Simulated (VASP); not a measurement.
# Si (Immm) in VASP: further runs

Runs on Si. Level: PBE. Tasks: single point, relaxation of cell and atoms.

Everything below comes from runs of VASP 6.6.1. Logs are shortened: lines on timing, memory, paths and dates and some standing lists are left out, and cuts for length are marked.

## 1. The cell of the first run

It takes space group Immm (No. 71, orthorhombic). The conventional cell has a = 2.634 Å, b = 2.929 Å, c = 3.764 Å, α = 90.00°, β = 90.00°, γ = 90.00°. Si (site symmetry mmm) has 12 Si at 2.63 to 2.93 Å within 3.5 Å.

The cell was generated, and may not be a known phase.

## 2. Single point, PBE

INCAR reads:

```
ALGO = Normal
EDIFF = 1E-7
ENCUT = 520
GGA = PE
ISIF = 2
ISMEAR = 0
LASPH = True
LCHARG = False
LREAL = False
LWAVE = False
NBANDS = 8
NELM = 80
PREC = Accurate
SIGMA = 0.1
```

KPOINTS reads:

```
k-points
0
Gamma
  8 8 8
```

POSCAR reads:

```
Si
1.0
   -1.3170384377      1.4646614141      1.8819035333
    1.3170384377     -1.4646614141      1.8819035333
    1.3170384377      1.4646614141     -1.8819035333
Si
1
Direct
    0.0000000000      0.0000000000      0.0000000000
```

Potentials or basis: VASP PAW PBE potentials, release 64 (Si).

Run with:

```bash
$ cat potpaw_PBE.64/Si/POTCAR > POTCAR
$ mpirun -np 1 vasp_std > vasp.out
```

OUTCAR:

```text
EDIFF = 1E-7
   ENCUT = 520
   GGA = PE
   ISIF = 2
   ISMEAR = 0
   LASPH = True
   LREAL = False
   NELM = 80
   PREC = Accurate

 ion  position               nearest neighbor table
   1  0.000  0.000  0.000-

  LATTYP: Found a body centered orthorhombic cell.
 ALAT       =     2.6340768754
 B/A-ratio  =     1.1120870676
 C/A-ratio  =     1.4288903645

  Lattice vectors:

 A1 = (  -1.3170384377,   1.4646614141,   1.8819035333)
 A2 = (   1.3170384377,  -1.4646614141,   1.8819035333)
 A3 = (   1.3170384377,   1.4646614141,  -1.8819035333)

Analysis of symmetry for initial positions (statically):
=====================================================================
 Subroutine PRICEL returns:
 Original cell was already a primitive cell.

 Routine SETGRP: Setting up the symmetry group for a
 body centered orthorhombic supercell.

 Subroutine GETGRP returns: Found  8 space group operations
 (whereof  8 operations were pure point group operations)
 out of a pool of  8 trial point group operations.

The static configuration has the point symmetry D_2h.

Analysis of symmetry for dynamics (positions and initial velocities):
=====================================================================
 Subroutine PRICEL returns:
 Original cell was already a primitive cell.

 Routine SETGRP: Setting up the symmetry group for a
 body centered orthorhombic supercell.

 Subroutine GETGRP returns: Found  8 space group operations
 (whereof  8 operations were pure point group operations)
 out of a pool of  8 trial point group operations.

The dynamic configuration has the point symmetry D_2h.

 Subroutine INISYM returns: Found  8 space group operations
 (whereof  8 operations are pure point group operations),
 and found     1 'primitive' translations

----------------------------------------------------------------------------------------

                                     Primitive cell

  volume of cell :      14.5209

  direct lattice vectors                    reciprocal lattice vectors
    -1.317038438  1.464661414  1.881903533     0.000000000  0.341375826  0.265688433
     1.317038438 -1.464661414  1.881903533     0.379639641  0.000000000  0.265688433
     1.317038438  1.464661414 -1.881903533     0.379639641  0.341375826  0.000000000

  length of vectors
     2.724221763  2.724221763  2.724221763     0.432582706  0.463375226  0.510552359

  position of ions in fractional coordinates (direct lattice)
     0.000000000  0.000000000  0.000000000

  ion indices of the primitive-cell ions
   primitive index   ion index
                 1           1

----------------------------------------------------------------------------------------

 KPOINTS: k-points

Automatic generation of k-mesh.
 Grid dimensions read from file:
 generate k-points for:    8    8    8

 Generating k-lattice:

  Cartesian coordinates                     Fractional coordinates (reciprocal lattice)
     0.000000000  0.042671978  0.033211054     0.125000000  0.000000000  0.000000000
     0.047454955  0.000000000  0.033211054     0.000000000  0.125000000  0.000000000
     0.047454955  0.042671978  0.000000000     0.000000000  0.000000000  0.125000000

  Length of vectors
     0.054072838  0.057921903  0.063819045

  Shift w.r.t. Gamma in fractional coordinates (k-lattice)
     0.000000000  0.000000000  0.000000000

 Subroutine IBZKPT returns following result:
 ===========================================

 Found     95 irreducible k-points:

 Following reciprocal coordinates:
            Coordinates               Weight
  0.000000  0.000000  0.000000      1.000000
  0.125000  0.000000  0.000000      4.000000
  0.250000  0.000000  0.000000      4.000000
  0.375000  0.000000  0.000000      4.000000
  0.500000  0.000000  0.000000      2.000000
  0.000000  0.125000  0.000000      4.000000
[... 16 lines left out ...]
  0.125000  0.375000  0.000000      8.000000
  0.250000  0.375000 -0.000000      8.000000
 [... further k-points ...]
   k-points           NKPTS =     95   k-points in BZ     NKDIM =     95   number of bands    NBANDS=      8
   number of dos      NEDOS =    301   number of ions     NIONS =      1
   total plane-waves  NPLWV =   8000
   dimension x,y,z NGX =    20 NGY =   20 NGZ =   20
   dimension x,y,z NGXF=    40 NGYF=   40 NGZF=   40
   ions per type =               1
   NGX,Y,Z   is equivalent  to a cutoff of  12.21, 12.21, 12.21 a.u.
   NGXF,Y,Z  is equivalent  to a cutoff of  24.41, 24.41, 24.41 a.u.
 SYSTEM =  unknown system
   PREC   = accura    normal or accurate (medium, high low for compatibility)
   ISTART =      0    job   : 0-new  1-cont  2-samecut
   ICHARG =      2    charge: 1-file 2-atom 10-const
   ISPIN  =      1    spin polarized calculation?
   LNONCOLLINEAR =      F non collinear calculations
   LSORBIT =      F    spin-orbit coupling
   LASPH  =      T    aspherical Exc in radial PAW
   ENCUT  =  520.0 eV  38.22 Ry    6.18 a.u.   5.07  5.07  5.07*2*pi/ulx,y,z
   NELM   =     80;   NELMIN=  2; NELMDL= -5     # of ELM steps
   EDIFF  = 0.1E-06   stopping-criterion for ELM
   LREAL  =      F    real-space projection
   EDIFFG = 0.1E-05   stopping-criterion for IOM
   NSW    =      0    number of steps for IOM
   IBRION =     -1    ionic relax: 0-MD 1-quasi-New 2-CG
   NFREE  =      0    steps in history (QN), initial steepest desc. (CG)
   ISIF   =      2    stress and relaxation
   ISYM   =      2    0-nonsym 1-usesym 2-fastsym
   POTIM  = 0.5000    time-step for ionic-motion
   TEBEG  =    0.0;   TEEND  =   0.0 temperature during run
   PSTRESS=    0.0 pullay stress
   NELECT =       4.0000    total number of electrons
   NUPDOWN=      -1.0000    fix difference up-down
   EMIN   =  10.00;   EMAX   =-10.00  energy-range for DOS
   EFERMI =   0.00;   METHOD = LEGACY
   ISMEAR =     0;   SIGMA  =   0.10  broadening in eV -4-tet -1-fermi 0-gaus
   EFERMI_NEDOS =   21; number of points for ismear=-14 and -15
   IALGO  =     38    algorithm
   IMIX   =      4    mixing-type and parameters
     AMIX     =   0.40;   BMIX     =  1.00
     AMIX_MAG =   1.60;   BMIX_MAG =  1.00
  volume/ion in A,a.u.               =      14.52        97.99
  Fermi-wavevector in a.u.,A,eV,Ry     =   1.065198  2.012933 15.437817  1.134648
  Thomas-Fermi vector in A             =   2.200742
   LORBIT       =      0    0 simple, 1 ext, 2 COOP (PROOUT), +10 PAW based schemes
   GGA     = PE    functional components
   LHFCALC =     F    Hartree Fock is set to
   AEXX    =    0.0000 exact exchange contribution
   IVDW    =     0    specifies the selected vdW correction
   LEPSILON=     F    determine dielectric tensor
   LRPA    =     F    only Hartree local field effects (RPA)
 non-spin polarized calculation
 Gauss-broadening in eV      SIGMA  =   0.10
  energy-cutoff  :      520.00
  volume of cell :       14.52
 maximum number of plane-waves:       401
   NGX = 11   NGY = 11   NGZ = 11

 number of electron       3.9999999 magnetization

 Free energy of the ion-electron system (eV)
  ---------------------------------------------------
  ext. energy  EPLUGINS =         0.00000000
  ---------------------------------------------------
  free energy    TOTEN  =        -4.90344888 eV

  energy without entropy =       -4.90124880  energy(sigma->0) =       -4.90234884

 E-fermi :  10.3178     XC(G=0): -11.1748

 val. band max:       10.3009556041   @ k =   0.5000   0.2500   0.1250
 cond. band min:      10.3690656725   @ k =   0.3750  -0.3750   0.1250
 fundamental gap:      0.0681100684
 Fermi energy:        10.3177581879

 k-point     1 :       0.0000    0.0000    0.0000
  band No.  band energies     occupation
      1      -4.3119      2.00000
      2      19.7673      0.00000
      3      20.3035      0.00000
      4      20.6003      0.00000
      5      22.0634      0.00000
      6      22.8585      0.00000
      7      23.6590      0.00000
      8      28.1348      0.00000

 k-point     2 :       0.1250    0.0000    0.0000
  band No.  band energies     occupation
      1      -3.8889      2.00000
      2      15.3721      0.00000
      3      19.5061      0.00000
      4      21.4413      0.00000
      5      22.5831      0.00000
      6      23.8222      0.00000
      7      25.0169      0.00000
      8      27.6536      0.00000

 k-point     3 :       0.2500    0.0000    0.0000
  band No.  band energies     occupation
      1      -2.6270      2.00000
      2      10.4534      0.05511
      3      19.1073      0.00000
      4      20.2774      0.00000
      5      23.2054      0.00000
      6      24.0141      0.00000
      7      24.2751      0.00000
      8      27.1946      0.00000

 k-point     4 :       0.3750    0.0000    0.0000
  band No.  band energies     occupation
      1      -0.5537      2.00000
      2       6.1109      2.00000
      3      19.2716      0.00000
      4      19.6866      0.00000
      5      22.0193      0.00000
      6      22.6388      0.00000
      7      24.0735      0.00000
      8      27.5088      0.00000

 k-point     5 :       0.5000    0.0000    0.0000
  band No.  band energies     occupation
      1       1.8219      2.00000
      2       2.9710      2.00000
      3      19.5302      0.00000
      4      19.6429      0.00000
      5      21.1131      0.00000
      6      22.1048      0.00000
      7      24.1626      0.00000
      8      26.6783      0.00000

 k-point     6 :       0.0000    0.1250    0.0000
  band No.  band energies     occupation
      1      -3.8244      2.00000
      2      17.9508      0.00000
      3      18.1928      0.00000
      4      19.6057      0.00000
      5      22.4619      0.00000
      6      23.4714      0.00000
      7      24.7093      0.00000
      8      26.2058      0.00000

 k-point     7 :       0.1250    0.1250    0.0000
  band No.  band energies     occupation
      1      -3.0843      2.00000
      2      13.8033      0.00000
      3      16.4858      0.00000
      4      20.4883      0.00000
      5      22.9963      0.00000
      6      23.9187      0.00000
      7      25.3593      0.00000
      8      26.1663      0.00000

 k-point     8 :       0.2500    0.1250    0.0000
  band No.  band energies     occupation
      1      -1.5136      2.00000
      2       9.1219      2.00000
      3      15.6500      0.00000
      4      19.9143      0.00000
      5      23.0440      0.00000
      6      23.3023      0.00000
      7      24.9038      0.00000
      8      26.5502      0.00000

 k-point     9 :       0.3750    0.1250    0.0000
  band No.  band energies     occupation
      1       0.8391      2.00000
      2       5.0737      2.00000
      3      15.5303      0.00000
      4      18.5135      0.00000
      5      21.3296      0.00000
      6      23.4187      0.00000
      7      26.0283      0.00000
      8      28.8495      0.00000

 k-point    10 :       0.5000    0.1250   -0.0000
  band No.  band energies     occupation
      1       1.5009      2.00000
      2       4.2262      2.00000
      3      16.1091      0.00000
      4      17.4482      0.00000
      5      20.1466      0.00000
      6      24.3632      0.00000
      7      26.7555      0.00000
      8      30.3916      0.00000
[... 78 lines left out ...]
 k-point    18 :       0.5000    0.2500    0.0000
  band No.  band energies     occupation
      1       1.7371      2.00000
      2       6.7732      2.00000
      3      11.7153      0.00000
      4      15.3498      0.00000
      5      17.8881      0.00000
      6      25.7413      0.00000
      7      28.7301      0.00000
      8      30.7808      0.00000

 k-point    19 :      -0.3750    0.2500   -0.0000
  band No.  band energies     occupation
      1      -0.5061      2.00000
      2      10.8690      0.00000
      3      13.3908      0.00000
      4      15.0826      0.00000
      5      17.6874      0.00000
      6      21.8500      0.00000
      7      30.0901      0.00000
      8      31.7268      0.00000

 k-point    20 :      -0.2500    0.2500    0.0000
  band No.  band energies     occupation
      1      -1.9589      2.00000
      2      15.0772      0.00000
      3      15.5176      0.00000
      4      15.7723      0.00000
      5      17.4820      0.00000
      6      19.8256      0.00000
      7      29.7870      0.00000
      8      29.9427      0.00000

 k-point    21 :      -0.1250    0.2500    0.0000
  band No.  band energies     occupation
      1      -2.5833      2.00000
      2      14.5008      0.00000
      3      16.3204      0.00000
      4      18.3163      0.00000
      5      20.1356      0.00000
      6      21.9993      0.00000
      7      25.3553      0.00000
      8      26.8740      0.00000

 k-point    22 :       0.0000    0.3750    0.0000
  band No.  band energies     occupation
      1       0.0343      2.00000
      2       7.5337      2.00000
      3      16.9320      0.00000
      4      18.2534      0.00000
      5      20.0447      0.00000
      6      21.8711      0.00000
      7      23.3727      0.00000
      8      26.8318      0.00000

 k-point    23 :       0.1250    0.3750    0.0000
  band No.  band energies     occupation
      1       1.3826      2.00000
      2       6.4197      2.00000
      3      13.3187      0.00000
      4      17.4713      0.00000
      5      20.6737      0.00000
      6      22.1167      0.00000
      7      25.2699      0.00000
      8      28.7870      0.00000

 k-point    24 :       0.2500    0.3750   -0.0000
  band No.  band energies     occupation
      1       3.5224      2.00000
      2       6.0805      2.00000
      3       9.2741      2.00000
      4      15.8227      0.00000
      5      18.8758      0.00000
      6      24.8715      0.00000
      7      28.4867      0.00000
      8      30.5502      0.00000

 [... further k-points ...]

------------------------ aborting loop because EDIFF is reached ----------------------------------------

  FORCE on cell =-STRESS in cart. coord.  units (eV):
  Direction    XX          YY          ZZ          XY          YZ          ZX
  --------------------------------------------------------------------------------------
  -------------------------------------------------------------------------------------
  Total       -0.0045284     -0.0034740     -0.0147262      0.0000000      0.0000000      0.0000000
  in kB       -0.4996452     -0.3833121     -1.6248341      0.0000000      0.0000000      0.0000000
  external PRESSURE =      -0.8359305 kB  Pullay stress =       0.0000000 kB

 VOLUME and BASIS-vectors are now :
 -----------------------------------------------------------------------------
  energy-cutoff  :      520.00
  volume of cell :       14.52
      direct lattice vectors                 reciprocal lattice vectors
    -1.317038438  1.464661414  1.881903533     0.000000000  0.341375826  0.265688433
     1.317038438 -1.464661414  1.881903533     0.379639641  0.000000000  0.265688433
     1.317038438  1.464661414 -1.881903533     0.379639641  0.341375826  0.000000000

 POSITION                                       TOTAL-FORCE (eV/Angst)
 -----------------------------------------------------------------------------------
      0.00000      0.00000      0.00000         0.000000      0.000000     -0.000000
 -----------------------------------------------------------------------------------
    total drift:                                0.000000      0.000000     -0.000000

  FREE ENERGIE OF THE ION-ELECTRON SYSTEM (eV)
  ---------------------------------------------------
  free  energy   TOTEN  =        -4.9034488823 eV

  energy  without entropy=       -4.9012487959  energy(sigma->0) =       -4.90234884
```

Run time: 11 s. Hardware: 1 thread of Intel Xeon Platinum 8488C (Sapphire Rapids), shared host; peak memory 0.12 GiB.

Results:

| Quantity | Value |
| --- | --- |
| Free energy | -4.9034 eV |
| Pressure | -0.1 GPa |
| Band gap on the k mesh | zero (bands 2 and 3 overlap by 12.81 eV) |

Levels at points of the mesh, in eV from the Fermi level:
```csv
k point,band 1,band 2,band 3,band 4,band 5
"(0.00, 0.00, 0.00)",-14.63,9.45,9.99,10.28,11.75
"(0.50, 0.00, 0.00)",-8.50,-7.35,9.21,9.33,10.80
"(0.00, 0.50, 0.00)",-7.05,-6.88,6.75,7.93,8.75
"(0.50, 0.50, 0.00)",-5.74,-4.98,3.14,3.53,4.42
"(0.50, 0.50, 0.50)",-5.12,-4.13,0.68,3.08,4.45
```

Caveat: the k points lie up to 0.36 Å⁻¹ apart, too coarse for converged energies and pressures of a metal.

## 3. Single point, PBE

This run uses another cell than the first one, of 23.70 Å³/atom.

INCAR reads:

```
ALGO = Normal ; EDIFF = 1E-6
ENCUT = 520 ; GGA = PE
ISIF = 2 ; ISMEAR = 0
LASPH = T ; LCHARG = F
LREAL = F ; LWAVE = F
NBANDS = 8 ; NELM = 80
PREC = Accurate ; SIGMA = 0.1
```

KPOINTS is that of step 2.

POSCAR reads:

```
Si
1.0
   -1.4397806500      1.7349789700      2.3714939100
    1.4397806500     -1.7349789700      2.3714939100
    1.4397806500      1.7349789700     -2.3714939100
Si
1
Direct
    0.0000000000      0.0000000000      0.0000000000
```

Potentials or basis: VASP PAW PBE potentials, release 64 (Si).

Run with:

```bash
$ cat potpaw_PBE.64/Si/POTCAR > POTCAR
$ mpirun -np 1 vasp_std > vasp.out
```

Run time: 9 s. Hardware: 1 thread of Intel Xeon Platinum 8488C (Sapphire Rapids), shared host; peak memory 0.14 GiB.

It converged, with:

| Item | Value |
| --- | --- |
| Free energy | -4.2550 eV |
| Pressure | -13.9 GPa |
| Band gap on the k mesh | zero (bands 2 and 3 overlap by 6.67 eV) |

Stress tensor (GPa, compression positive):
```
-11.76   0.00   0.00
  0.00 -13.73   0.00
  0.00   0.00 -16.28
```

Levels at points of the mesh, in eV from the Fermi level:
```csv
k point,band 1,band 2,band 3,band 4,band 5,band 6
"(0.00, 0.00, 0.00)",-10.71,4.72,5.61,8.28,8.44,8.89
"(0.50, 0.00, 0.00)",-7.55,-4.43,4.52,7.10,7.95,10.82
"(0.00, 0.50, 0.00)",-5.67,-4.07,4.09,4.30,8.07,8.24
"(0.50, 0.50, 0.00)",-4.45,-3.23,1.75,2.17,4.94,4.95
"(0.50, 0.50, 0.50)",-5.71,-3.58,0.48,3.83,4.99,7.63
```

Caveat: the cell stands under tension.

(Part 1 of 2 ends here.)

The gap in the log of VASP goes by the Fermi energy; the results here count the filled bands.